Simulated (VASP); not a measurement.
A run of VASP 6.6.1:

Contents of INCAR:

```
PREC = Accurate
ENCUT = 600
EDIFF = 1E-6
ISMEAR = 0
SIGMA = 0.1
LREAL = False
LASPH = True
NELM = 100
ALGO = Normal
ISIF = 3
LWAVE = False
LCHARG = False
GGA = PE
IBRION = 2
NSW = 80
EDIFFG = -0.025
```

KPOINTS

```
regular mesh
0
Gamma
  4 2 4
```

The input POSCAR:

```
Be3Se2S
1.0
    3.5646549870      0.0501752055     -5.1275782456
   -3.4974164335     -0.0146801927     -5.0799927411
    1.8309627541      5.4900426454     -2.5826268616
Be Se S
6 4 2
Direct
    0.7418525209      0.9306965554      0.3205059618
    0.2128905857      0.3941606165      0.3256436257
    0.0512704105      0.8524479635      0.6498612570
    0.4921371581      0.3974082686      0.6604344623
    0.3926672562      0.8330830003     -0.0031863217
    0.8352525078      0.3708287867      0.0223246036
    0.6751306893      1.0214547422      0.6432792805
    0.2085294839      0.4612771210      0.6882753808
    0.3749764675      0.9809281144      0.3551758407
    0.8199961092      0.4945270279      0.2797706836
    0.4500322633      0.4996610121      1.0403887404
   -0.0047354524      0.0135267914      1.0175264854
```

Potentials or basis: VASP PAW PBE potentials, release 64 (Be, Se, S).

The run is started by

```bash
$ cat potpaw_PBE.64/Be/POTCAR potpaw_PBE.64/Se/POTCAR potpaw_PBE.64/S/POTCAR > POTCAR
$ mpirun -np 1 vasp_std > vasp.out
```

Hardware: 1 thread of Intel(R) Xeon(R) 6975P-C (Granite Rapids), with other jobs on the host.

Task: How long does it take, and how much memory?

Result: Run time: 41 min on 1 thread of Intel(R) Xeon(R) 6975P-C (Granite Rapids), with other jobs on the host, peak memory 0.48 GiB. Counts: scf iterations 159, k points 20, ion steps 20.
